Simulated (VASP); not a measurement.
# N2 in VASP: single point with r2SCAN

Aim: the single point of N2 with r2SCAN.

Program: VASP 6.6.1. These are calculated values, not measurements. Logs are shortened: lines on timing, memory, paths and dates and some standing lists are left out, and cuts for length are marked.

## 1. The cell of the first run

The cell holds a molecule in a box, 2 atoms: a = 12.000 Å, b = 12.300 Å, c = 12.600 Å, α = 90.00°, β = 90.00°, γ = 90.00°.

## 2. Single point, r2SCAN

The input, POSCAR:

```
N
1.0
   12.0000000000      0.0000000000      0.0000000000
    0.0000000000     12.3000000000      0.0000000000
    0.0000000000      0.0000000000     12.6000000000
N
2
Direct
    0.5000000000      0.5000000000      0.4566240051
    0.5000000000      0.5000000000      0.5433759949
```

The input, INCAR.step1:

```
SYSTEM = N
ALGO = Normal ; EDIFF = 1E-4
ENCUT = 520 ; GGA = PE
ISMEAR = -1 ; LASPH = .True.
LCHARG = .False. ; LREAL = .False.
LWAVE = .True. ; NBANDS = 12
NELM = 80 ; PREC = Accurate
SIGMA = 0.01
```

The input, INCAR.step2:

```
SYSTEM = N
ALGO = Normal ; EDIFF = 1E-6
ENCUT = 520 ; ISIF = 2
ISMEAR = -1 ; ISTART = 1
LASPH = .True. ; LCHARG = .False.
LMIXTAU = .True. ; LREAL = .False.
LWAVE = .False. ; METAGGA = R2SCAN
NBANDS = 12 ; NELM = 80
PREC = Accurate ; SIGMA = 0.01
```

The input, KPOINTS:

```
k-points
0
Gamma
  1 1 1
  0 0 0
```

Potentials or basis: VASP PAW PBE potentials, release 64 (N).

Launch:

```sh
$ cat potpaw_PBE.64/N/POTCAR > POTCAR
$ cp INCAR.step1 INCAR
$ mpirun -np 1 vasp_gam > vasp.out
$ cp INCAR.step2 INCAR
$ mpirun -np 1 vasp_gam > vasp.out
```

OUTCAR:

```text
SYSTEM = N
   EDIFF = 1E-6
   ENCUT = 520
   ISIF = 2
   ISMEAR = -1
   ISTART = 1
   LASPH = .True.
   LREAL = .False.
   METAGGA = R2SCAN
   NELM = 80
   PREC = Accurate

 ion  position               nearest neighbor table
   1  0.500  0.500  0.457-   2 1.09
   2  0.500  0.500  0.543-   1 1.09

  LATTYP: Found a simple orthorhombic cell.
 ALAT       =    12.0000000000
 B/A-ratio  =     1.0250000000
 C/A-ratio  =     1.0500000000

  Lattice vectors:

 A1 = (  12.0000000000,   0.0000000000,   0.0000000000)
 A2 = (   0.0000000000,  12.3000000000,   0.0000000000)
 A3 = (   0.0000000000,   0.0000000000,  12.6000000000)

Analysis of symmetry for initial positions (statically):
=====================================================================
 Subroutine PRICEL returns:
 Original cell was already a primitive cell.

 Routine SETGRP: Setting up the symmetry group for a
 simple orthorhombic supercell.

 Subroutine GETGRP returns: Found  8 space group operations
 (whereof  8 operations were pure point group operations)
 out of a pool of  8 trial point group operations.

The static configuration has the point symmetry D_2h.

Analysis of symmetry for dynamics (positions and initial velocities):
=====================================================================
 Subroutine PRICEL returns:
 Original cell was already a primitive cell.

 Routine SETGRP: Setting up the symmetry group for a
 simple orthorhombic supercell.

 Subroutine GETGRP returns: Found  8 space group operations
 (whereof  8 operations were pure point group operations)
 out of a pool of  8 trial point group operations.

The dynamic configuration has the point symmetry D_2h.

 Subroutine INISYM returns: Found  8 space group operations
 (whereof  8 operations are pure point group operations),
 and found     1 'primitive' translations

----------------------------------------------------------------------------------------

                                     Primitive cell

  volume of cell :    1859.7600

  direct lattice vectors                    reciprocal lattice vectors
    12.000000000  0.000000000  0.000000000     0.083333333  0.000000000  0.000000000
[... 56 lines left out ...]
   ISPIN  =      1    spin polarized calculation?
   LNONCOLLINEAR =      F non collinear calculations
   LSORBIT =      F    spin-orbit coupling
   LASPH  =      T    aspherical Exc in radial PAW
   ENCUT  =  520.0 eV  38.22 Ry    6.18 a.u.  22.31 22.87 23.43*2*pi/ulx,y,z
   NELM   =     80;   NELMIN=  2; NELMDL=  0     # of ELM steps
   EDIFF  = 0.1E-05   stopping-criterion for ELM
   LREAL  =      F    real-space projection
   EDIFFG = 0.1E-04   stopping-criterion for IOM
   NSW    =      0    number of steps for IOM
   IBRION =     -1    ionic relax: 0-MD 1-quasi-New 2-CG
   NFREE  =      0    steps in history (QN), initial steepest desc. (CG)
   ISIF   =      2    stress and relaxation
   ISYM   =      2    0-nonsym 1-usesym 2-fastsym
   POTIM  = 0.5000    time-step for ionic-motion
   TEBEG  =    0.0;   TEEND  =   0.0 temperature during run
   PSTRESS=    0.0 pullay stress
   NELECT =      10.0000    total number of electrons
   NUPDOWN=      -1.0000    fix difference up-down
   EMIN   =  10.00;   EMAX   =-10.00  energy-range for DOS
   EFERMI =   0.00;   METHOD = LEGACY
   ISMEAR =    -1;   SIGMA  =   0.01  broadening in eV -4-tet -1-fermi 0-gaus
   EFERMI_NEDOS =   21; number of points for ismear=-14 and -15
   IALGO  =     38    algorithm
   IMIX   =      4    mixing-type and parameters
     AMIX     =   0.40;   BMIX     =  1.00
     AMIX_MAG =   1.60;   BMIX_MAG =  1.00
  volume/ion in A,a.u.               =     929.88      6275.14
  Fermi-wavevector in a.u.,A,eV,Ry     =   0.286807  0.541986  1.119189  0.082258
  Thomas-Fermi vector in A             =   1.141954
   LORBIT       =      0    0 simple, 1 ext, 2 COOP (PROOUT), +10 PAW based schemes
   METAGGA = R2SCAN    functional components
   LHFCALC =     F    Hartree Fock is set to
   AEXX    =    0.0000 exact exchange contribution
   IVDW    =     0    specifies the selected vdW correction
   LEPSILON=     F    determine dielectric tensor
   LRPA    =     F    only Hartree local field effects (RPA)
 non-spin polarized calculation
  energy-cutoff  :      520.00
  volume of cell :     1859.76
 maximum number of plane-waves:     25042
 NGX is ok and might be reduce to    90
   NGX = 45   NGY = 45   NGZ = 47

 number of electron       9.9999999 magnetization

 number of electron      10.0000002 magnetization

 Free energy of the ion-electron system (eV)
  ---------------------------------------------------
  ext. energy  EPLUGINS =         0.00000000
  ---------------------------------------------------
  free energy    TOTEN  =       -18.19991263 eV

  energy without entropy =      -18.19991263  energy(sigma->0) =      -18.19991263

 E-fermi : -10.3006     XC(G=0):  -0.2017

 val. band max:      -10.6203180237   @ k =   0.0000   0.0000   0.0000
 cond. band min:      -1.5342531350   @ k =   0.0000   0.0000   0.0000
 fundamental gap:      9.0860648887
 Fermi energy:       -10.3005515081

 k-point     1 :       0.0000    0.0000    0.0000
  band No.  band energies     occupation
      1     -29.8277      2.00000
      2     -14.1105      2.00000
      3     -11.9969      2.00000
      4     -11.9969      2.00000
      5     -10.6203      2.00000
      6      -1.5343      0.00000
      7      -1.5341      0.00000
      8       0.0661      0.00000
      9       0.9834      0.00000
     10       1.0161      0.00000
     11       1.0192      0.00000
     12       1.0585      0.00000

------------------------ aborting loop because EDIFF is reached ----------------------------------------

  FORCE on cell =-STRESS in cart. coord.  units (eV):
  Direction    XX          YY          ZZ          XY          YZ          ZX
  --------------------------------------------------------------------------------------
  -------------------------------------------------------------------------------------
  Total       -0.0851490     -0.0874137      2.4094546     -0.0000000      0.0000000      0.0000000
  in kB       -0.0733556     -0.0753067      2.0757375     -0.0000000      0.0000000      0.0000000
  external PRESSURE =       0.6423584 kB  Pullay stress =       0.0000000 kB

 VOLUME and BASIS-vectors are now :
 -----------------------------------------------------------------------------
  energy-cutoff  :      520.00
  volume of cell :     1859.76
      direct lattice vectors                 reciprocal lattice vectors
    12.000000000  0.000000000  0.000000000     0.083333333  0.000000000  0.000000000
     0.000000000 12.300000000  0.000000000     0.000000000  0.081300813  0.000000000
     0.000000000  0.000000000 12.600000000     0.000000000  0.000000000  0.079365079

 POSITION                                       TOTAL-FORCE (eV/Angst)
 -----------------------------------------------------------------------------------
      6.00000      6.15000      5.75346         0.000000      0.000000     -2.304463
      6.00000      6.15000      6.84654         0.000000      0.000000      2.304463
 -----------------------------------------------------------------------------------
    total drift:                                0.000000     -0.000000      0.000000

  FREE ENERGIE OF THE ION-ELECTRON SYSTEM (eV)
  ---------------------------------------------------
  free  energy   TOTEN  =       -18.1999126264 eV

  energy  without entropy=      -18.1999126264  energy(sigma->0) =      -18.19991263
```

OSZICAR.step1:

```text
N       E                     dE             d eps       ncg     rms          rms(c)
DAV:   1     0.103928299031E+03    0.10393E+03   -0.21887E+03    32   0.429E+02
DAV:   2     0.207573775658E+02   -0.83171E+02   -0.82874E+02    48   0.657E+01
DAV:   3    -0.141262630102E+02   -0.34884E+02   -0.34777E+02    32   0.746E+01
DAV:   4    -0.175491312276E+02   -0.34229E+01   -0.34216E+01    32   0.327E+01
DAV:   5    -0.175553319516E+02   -0.62007E-02   -0.62007E-02    36   0.119E+00    0.815E+00
DAV:   6    -0.167980395006E+02    0.75729E+00   -0.10469E+00    32   0.661E+00    0.463E+00
DAV:   7    -0.166235643756E+02    0.17448E+00   -0.81140E-01    32   0.562E+00    0.123E+00
DAV:   8    -0.166160516980E+02    0.75127E-02   -0.66604E-02    24   0.175E+00    0.236E-01
DAV:   9    -0.166159025465E+02    0.14915E-03   -0.26035E-03    32   0.365E-01    0.114E-01
DAV:  10    -0.166171445359E+02   -0.12420E-02   -0.16378E-04    24   0.782E-02    0.515E-02
DAV:  11    -0.166179017099E+02   -0.75717E-03   -0.46995E-04    24   0.108E-01    0.311E-02
DAV:  12    -0.166189613107E+02   -0.10596E-02   -0.16699E-04    32   0.580E-02    0.388E-02
DAV:  13    -0.166191110713E+02   -0.14976E-03   -0.30696E-05    32   0.238E-02    0.180E-02
DAV:  14    -0.166195893055E+02   -0.47823E-03   -0.40368E-05    24   0.287E-02    0.822E-03
DAV:  15    -0.166196911594E+02   -0.10185E-03   -0.48639E-06    24   0.107E-02    0.862E-03
DAV:  16    -0.166197370999E+02   -0.45941E-04   -0.23394E-06    24   0.803E-03
   1 F= -.16619737E+02 E0= -.16619737E+02  d E =-.311941E-13
```

It took 28 min on 1 thread of Intel Xeon 8259CL, shared host; peak memory 1.7 GiB.

Results:

```yaml
Free_energy: -18.1999 eV
Largest_force: 2.304 eV/Å
Gap_between_the_frontier_levels: 9.09 eV
```

Forces in eV/Å, atoms in the order of the input:
```
N    0.000  0.000 -2.304
N    0.000  0.000  2.304
```

Caveat: the standard files for N, O and F lose accuracy on very short bonds; the PAW data sets were made with another functional, which shifts forces and pressure a little.
